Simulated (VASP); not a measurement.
# Au (Fm-3m) in VASP: further runs

The runs below take Au through single point, relaxation of cell and atoms, with PBEsol.

All numbers are computed with VASP 6.6.1; they aren't measurements. Logs are shortened: lines on timing, memory, paths and dates and some standing lists are left out, and cuts for length are marked.

### 1 The cell of the first run

It takes space group Fm-3m (No. 225, cubic). Conventional cell: a = 4.086 Å, b = 4.086 Å, c = 4.086 Å, α = 90.00°, β = 90.00°, γ = 90.00°. Within 3.8 Å of Au (site symmetry m-3m) lie 12 Au at 2.89 Å.

### 2 Single point, PBEsol

The input, INCAR:

```
SYSTEM = Au
PREC     = Accurate       ! precision mode
ENCUT    = 500            ! plane-wave cutoff, eV
EDIFF    = 1E-6           ! SCF threshold, eV
ISMEAR   = 1              ! smearing method
SIGMA    = 0.05           ! smearing width, eV
LREAL    = .False.        ! projectors in reciprocal space
LASPH    = .True.         ! aspherical terms in the spheres
NELM     = 120            ! most SCF steps
ALGO     = Normal         ! electronic algorithm
ISIF     = 2              ! what is computed and relaxed
LWAVE    = .False.        ! write WAVECAR
LCHARG   = .False.        ! write CHGCAR
GGA      = PS             ! functional
NBANDS   = 12             ! bands
GGA_COMPAT= .False.
```

The input, KPOINTS:

```
regular mesh
0
Gamma
  10 10 10
  0 0 0
```

The input, POSCAR:

```
Au
1.0
    0.0000000000      2.0431502226      2.0431502226
    2.0431502226      0.0000000000      2.0431502226
    2.0431502226      2.0431502226      0.0000000000
Au
1
Direct
    0.0000000000      0.0000000000      0.0000000000
```

Potentials or basis: VASP PAW PBE potentials, release 64 (Au).

On the command line:

```sh
cat potpaw_PBE.64/Au/POTCAR > POTCAR
mpirun -np 1 vasp_std > vasp.out
```

OUTCAR:

```text
SYSTEM = Au
   PREC = Accurate
   ENCUT = 500
   EDIFF = 1E-6
   ISMEAR = 1
   LREAL = .False.
   LASPH = .True.
   NELM = 120
   ISIF = 2
   GGA = PS

 ion  position               nearest neighbor table
   1  0.000  0.000  0.000-

  LATTYP: Found a face centered cubic cell.
 ALAT       =     4.0863004452

  Lattice vectors:

 A1 = (   0.0000000000,   2.0431502226,   2.0431502226)
 A2 = (   2.0431502226,   0.0000000000,   2.0431502226)
 A3 = (   2.0431502226,   2.0431502226,   0.0000000000)

Analysis of symmetry for initial positions (statically):
=====================================================================
 Subroutine PRICEL returns:
 Original cell was already a primitive cell.

 Routine SETGRP: Setting up the symmetry group for a
 face centered cubic supercell.

 Subroutine GETGRP returns: Found 48 space group operations
 (whereof 48 operations were pure point group operations)
 out of a pool of 48 trial point group operations.

The static configuration has the point symmetry O_h .

Analysis of symmetry for dynamics (positions and initial velocities):
=====================================================================
 Subroutine PRICEL returns:
 Original cell was already a primitive cell.

 Routine SETGRP: Setting up the symmetry group for a
 face centered cubic supercell.

 Subroutine GETGRP returns: Found 48 space group operations
 (whereof 48 operations were pure point group operations)
 out of a pool of 48 trial point group operations.

The dynamic configuration has the point symmetry O_h .

 Subroutine INISYM returns: Found 48 space group operations
 (whereof 48 operations are pure point group operations),
 and found     1 'primitive' translations

----------------------------------------------------------------------------------------

                                     Primitive cell

  volume of cell :      17.0581

  direct lattice vectors                    reciprocal lattice vectors
     0.000000000  2.043150223  2.043150223    -0.244720136  0.244720136  0.244720136
     2.043150223  0.000000000  2.043150223     0.244720136 -0.244720136  0.244720136
     2.043150223  2.043150223  0.000000000     0.244720136  0.244720136 -0.244720136

  length of vectors
     2.889450755  2.889450755  2.889450755     0.423867709  0.423867709  0.423867709

  position of ions in fractional coordinates (direct lattice)
     0.000000000  0.000000000  0.000000000

  ion indices of the primitive-cell ions
   primitive index   ion index
                 1           1

----------------------------------------------------------------------------------------

 KPOINTS: regular mesh

Automatic generation of k-mesh.
 Grid dimensions read from file:
 generate k-points for:   10   10   10

 Generating k-lattice:

  Cartesian coordinates                     Fractional coordinates (reciprocal lattice)
    -0.024472014  0.024472014  0.024472014     0.100000000  0.000000000  0.000000000
     0.024472014 -0.024472014  0.024472014     0.000000000  0.100000000  0.000000000
     0.024472014  0.024472014 -0.024472014     0.000000000  0.000000000  0.100000000

  Length of vectors
     0.042386771  0.042386771  0.042386771

  Shift w.r.t. Gamma in fractional coordinates (k-lattice)
     0.000000000  0.000000000  0.000000000

 Subroutine IBZKPT returns following result:
 ===========================================

 Found     47 irreducible k-points:

 Following reciprocal coordinates:
            Coordinates               Weight
  0.000000  0.000000  0.000000      1.000000
  0.100000  0.000000  0.000000      8.000000
  0.200000  0.000000  0.000000      8.000000
  0.300000  0.000000  0.000000      8.000000
  0.400000  0.000000  0.000000      8.000000
  0.500000  0.000000  0.000000      4.000000
[... 16 lines left out ...]
  0.300000  0.300000  0.000000      6.000000
  0.400000  0.300000  0.000000     24.000000
 [... further k-points ...]
   k-points           NKPTS =     47   k-points in BZ     NKDIM =     47   number of bands    NBANDS=     12
   number of dos      NEDOS =    301   number of ions     NIONS =      1
   total plane-waves  NPLWV =  13824
   dimension x,y,z NGX =    24 NGY =   24 NGZ =   24
   dimension x,y,z NGXF=    48 NGYF=   48 NGZF=   48
   ions per type =               1
   NGX,Y,Z   is equivalent  to a cutoff of  13.81, 13.81, 13.81 a.u.
   NGXF,Y,Z  is equivalent  to a cutoff of  27.62, 27.62, 27.62 a.u.
 SYSTEM =  Au
   PREC   = accura    normal or accurate (medium, high low for compatibility)
   ISTART =      0    job   : 0-new  1-cont  2-samecut
   ICHARG =      2    charge: 1-file 2-atom 10-const
   ISPIN  =      1    spin polarized calculation?
   LNONCOLLINEAR =      F non collinear calculations
   LSORBIT =      F    spin-orbit coupling
   LASPH  =      T    aspherical Exc in radial PAW
   ENCUT  =  500.0 eV  36.75 Ry    6.06 a.u.   5.27  5.27  5.27*2*pi/ulx,y,z
   NELM   =    120;   NELMIN=  2; NELMDL= -5     # of ELM steps
   EDIFF  = 0.1E-05   stopping-criterion for ELM
   LREAL  =      F    real-space projection
   EDIFFG = 0.1E-04   stopping-criterion for IOM
   NSW    =      0    number of steps for IOM
   IBRION =     -1    ionic relax: 0-MD 1-quasi-New 2-CG
   NFREE  =      0    steps in history (QN), initial steepest desc. (CG)
   ISIF   =      2    stress and relaxation
   ISYM   =      2    0-nonsym 1-usesym 2-fastsym
   POTIM  = 0.5000    time-step for ionic-motion
   TEBEG  =    0.0;   TEEND  =   0.0 temperature during run
   PSTRESS=    0.0 pullay stress
   NELECT =      11.0000    total number of electrons
   NUPDOWN=      -1.0000    fix difference up-down
   EMIN   =  10.00;   EMAX   =-10.00  energy-range for DOS
   EFERMI =   0.00;   METHOD = LEGACY
   ISMEAR =     1;   SIGMA  =   0.05  broadening in eV -4-tet -1-fermi 0-gaus
   EFERMI_NEDOS =   21; number of points for ismear=-14 and -15
   IALGO  =     38    algorithm
   IMIX   =      4    mixing-type and parameters
     AMIX     =   0.40;   BMIX     =  1.00
     AMIX_MAG =   1.60;   BMIX_MAG =  1.00
  volume/ion in A,a.u.               =      17.06       115.11
  Fermi-wavevector in a.u.,A,eV,Ry     =   1.414367  2.672766 27.217555  2.000434
  Thomas-Fermi vector in A             =   2.535916
   LORBIT       =      0    0 simple, 1 ext, 2 COOP (PROOUT), +10 PAW based schemes
   GGA     = PS    functional components
   LHFCALC =     F    Hartree Fock is set to
   AEXX    =    0.0000 exact exchange contribution
   IVDW    =     0    specifies the selected vdW correction
   LEPSILON=     F    determine dielectric tensor
   LRPA    =     F    only Hartree local field effects (RPA)
 non-spin polarized calculation
 Methfessel and Paxton  Order N= 1 SIGMA  =   0.05
  energy-cutoff  :      500.00
  volume of cell :       17.06
 maximum number of plane-waves:       444
 NGX is ok and might be reduce to    24
   NGX = 11   NGY = 11   NGZ = 11

 number of electron      11.0000000 magnetization

 Free energy of the ion-electron system (eV)
  ---------------------------------------------------
  ext. energy  EPLUGINS =         0.00000000
  ---------------------------------------------------
  free energy    TOTEN  =        -3.90141213 eV

  energy without entropy =       -3.90134958  energy(sigma->0) =       -3.90139128

 E-fermi :   9.2855     XC(G=0): -12.8790

 val. band max:        9.0969965843   @ k =   0.5000   0.2000   0.1000
 cond. band min:       9.2952904492   @ k =   0.5000   0.1000   0.0000
 fundamental gap:      0.1982938649
 Fermi energy:         9.2854681995

 k-point     1 :       0.0000    0.0000    0.0000
  band No.  band energies     occupation
      1      -0.6486      2.00000
      2       4.5899      2.00000
      3       4.5899      2.00000
      4       4.5899      2.00000
      5       6.1186      2.00000
      6       6.1186      2.00000
      7      23.7617      0.00000
      8      27.7530      0.00000
      9      27.7530      0.00000
     10      27.7530      0.00000
     11      32.6157      0.00000
     12      37.2687      0.00000

 k-point     2 :       0.1000    0.0000    0.0000
  band No.  band energies     occupation
      1      -0.3042      2.00000
      2       4.4829      2.00000
      3       4.7028      2.00000
      4       4.7028      2.00000
      5       6.0722      2.00000
      6       6.0722      2.00000
      7      24.1276      0.00000
      8      25.8676      0.00000
      9      28.1566      0.00000
     10      28.1566      0.00000
     11      33.2539      0.00000
     12      35.6025      0.00000

 k-point     3 :       0.2000    0.0000    0.0000
  band No.  band energies     occupation
      1       0.6188      2.00000
      2       4.3437      2.00000
      3       4.8757      2.00000
      4       4.8757      2.00000
      5       6.1134      2.00000
      6       6.1134      2.00000
      7      22.2823      0.00000
      8      24.9475      0.00000
      9      29.0502      0.00000
     10      29.0502      0.00000
     11      31.0545      0.00000
     12      33.0070      0.00000

 k-point     4 :       0.3000    0.0000    0.0000
  band No.  band energies     occupation
      1       1.5901      2.00000
      2       4.8045      2.00000
      3       4.8045      2.00000
      4       4.8251      2.00000
      5       6.5365      2.00000
      6       6.5365      2.00000
      7      18.4143      0.00000
      8      24.4185      0.00000
      9      28.6162      0.00000
     10      28.6162      0.00000
     11      31.6598      0.00000
     12      32.3579      0.00000

 k-point     5 :       0.4000    0.0000    0.0000
  band No.  band energies     occupation
      1       1.9175      2.00000
      2       4.6312      2.00000
      3       4.6312      2.00000
      4       6.5978      2.00000
      5       7.0786      2.00000
      6       7.0786      2.00000
      7      14.5908      0.00000
      8      23.5413      0.00000
      9      27.0165      0.00000
     10      27.0165      0.00000
     11      33.5349      0.00000
     12      33.5349      0.00000
[... 228 lines left out ...]
      1       2.8939      2.00000
      2       4.2249      2.00000
      3       4.5925      2.00000
      4       5.3134      2.00000
      5       6.3229      2.00000
      6       8.9667      2.00000
      7      16.5853      0.00000
      8      20.6863      0.00000
      9      25.4603      0.00000
     10      27.4134      0.00000
     11      31.2648      0.00000
     12      34.7295      0.00000

 k-point    22 :      -0.2000    0.2000    0.0000
  band No.  band energies     occupation
      1       2.3185      2.00000
      2       3.9546      2.00000
      3       4.6878      2.00000
      4       5.4789      2.00000
      5       5.6258      2.00000
      6       7.7018      2.00000
      7      19.7407      0.00000
      8      21.7673      0.00000
      9      26.4102      0.00000
     10      29.0071      0.00000
     11      30.1312      0.00000
     12      34.7252      0.00000

 k-point    23 :       0.3000    0.3000    0.0000
  band No.  band energies     occupation
      1       2.2807      2.00000
      2       3.1539      2.00000
      3       5.6409      2.00000
      4       6.2944      2.00000
      5       6.2944      2.00000
      6       6.8534      2.00000
      7      22.5462      0.00000
      8      22.5462      0.00000
      9      23.1447      0.00000
     10      25.6237      0.00000
     11      27.3718      0.00000
     12      36.2975      0.00000

 k-point    24 :       0.4000    0.3000    0.0000
  band No.  band energies     occupation
      1       2.5556      2.00000
      2       3.0171      2.00000
      3       5.6750      2.00000
      4       6.4066      2.00000
      5       7.2466      2.00000
      6       7.8291      2.00000
      7      18.9998      0.00000
      8      21.3424      0.00000
      9      21.5536      0.00000
     10      26.5566      0.00000
     11      28.7628      0.00000
     12      36.4099      0.00000

 [... further k-points ...]

------------------------ aborting loop because EDIFF is reached ----------------------------------------

  FORCE on cell =-STRESS in cart. coord.  units (eV):
  Direction    XX          YY          ZZ          XY          YZ          ZX
  --------------------------------------------------------------------------------------
  -------------------------------------------------------------------------------------
  Total       -0.0371777     -0.0371777     -0.0371777      0.0000000      0.0000000      0.0000000
  in kB       -3.4918993     -3.4918993     -3.4918993      0.0000000      0.0000000      0.0000000
  external PRESSURE =      -3.4918993 kB  Pullay stress =       0.0000000 kB

 VOLUME and BASIS-vectors are now :
 -----------------------------------------------------------------------------
  energy-cutoff  :      500.00
  volume of cell :       17.06
      direct lattice vectors                 reciprocal lattice vectors
     0.000000000  2.043150223  2.043150223    -0.244720136  0.244720136  0.244720136
     2.043150223  0.000000000  2.043150223     0.244720136 -0.244720136  0.244720136
     2.043150223  2.043150223  0.000000000     0.244720136  0.244720136 -0.244720136

 POSITION                                       TOTAL-FORCE (eV/Angst)
 -----------------------------------------------------------------------------------
      0.00000      0.00000      0.00000         0.000000      0.000000     -0.000000
 -----------------------------------------------------------------------------------
    total drift:                               -0.000000     -0.000000     -0.000000

  FREE ENERGIE OF THE ION-ELECTRON SYSTEM (eV)
  ---------------------------------------------------
  free  energy   TOTEN  =        -3.9014121313 eV

  energy  without entropy=       -3.9013495810  energy(sigma->0) =       -3.90139128
```

It took 7 s on 1 thread of AMD EPYC 7R13 (Zen 3), shared host; peak memory 0.11 GiB.

Results:

| Property | Result |
| --- | --- |
| Free energy | -3.9014 eV |
| Pressure | -0.3 GPa |
| Band gap on the k mesh | zero (an odd number of electrons rules out a gap without spin polarisation) |

Caveat: the PAW data sets were made with another functional, which shifts forces and pressure a little; spin-orbit coupling is left out, which moves the levels of the heavy elements.

(Part 1 of 2 ends here.)
